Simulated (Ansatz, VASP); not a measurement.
This is a calculation of SnO2 for Ansatz 0.2.0.

input.yaml

```yaml
crystal:
  lattice:
    - [0.0, 2.5568733049, 2.5568733049]
    - [2.5568733049, 0.0, 2.5568733049]
    - [2.5568733049, 2.5568733049, 0.0]
  atoms:
    - { symbol: Sn, position: [0.0, 0.0, 0.0] }
    - { symbol: O, position: [0.75, 0.75, 0.75] }
    - { symbol: O, position: [0.25, 0.25, 0.25] }
hamiltonian:
  xc: lda
  pseudopotentials: { kind: paw }
kpoints:
  mp_grid: { grid: [9, 9, 9] }
scf:
  occupations: { method: fermi_dirac, width: 0.05 }
output:
  forces: true
  stress: true
  eigenvalues: true
```

Potentials or basis: Ansatz PAW.

The run is started by

```sh
$ ansatz run input.yaml --threads 1 --pin off --max-ram 3584MiB --backend cpu --events-out ev --progress --plain --runs-dir out
```

Set up the same calculation for VASP 6.6.1. Potentials there: VASP PAW LDA potentials, release 64 (Sn_d, O).

As run (the cutoff follows the program's own potentials):

Contents of INCAR:

```
ALGO = Normal ; EDIFF = 1E-7
ENCUT = 520 ; ISIF = 2
ISMEAR = -1 ; LASPH = True
LCHARG = False ; LREAL = False
LWAVE = False ; NBANDS = 20
NELM = 80 ; PREC = Accurate
SIGMA = 0.05
```

File KPOINTS:

```
k-points
0
Gamma
  9 9 9
```

Contents of POSCAR:

```
SnO2
1.0
    0.0000000000      2.5568733049      2.5568733049
    2.5568733049      0.0000000000      2.5568733049
    2.5568733049      2.5568733049      0.0000000000
Sn O
1 2
Direct
    0.0000000000      0.0000000000      0.0000000000
    0.7500000000      0.7500000000      0.7500000000
    0.2500000000      0.2500000000      0.2500000000
```

Potentials or basis: VASP PAW LDA potentials, release 64 (Sn_d, O).

Launch:

```sh
$ cat potpaw_LDA.64/Sn_d/POTCAR potpaw_LDA.64/O/POTCAR > POTCAR
$ mpirun -np 1 vasp_std > vasp.out
```

Both were run:

|  | VASP | Ansatz | Ansatz less VASP |
| --- | --- | --- | --- |
| gap on the k mesh at the Fermi level (eV) | none | none | - |
| pressure (GPa) | -7.9 | -8.7 | -0.80 |

LDA's correlation is that of Perdew and Zunger in VASP and of Perdew and Wang (1992) in Ansatz. A gap of «none» marks a metal or a gap that the smearing closes.

Noted on Ansatz's run: Pulay correction over one GPa.
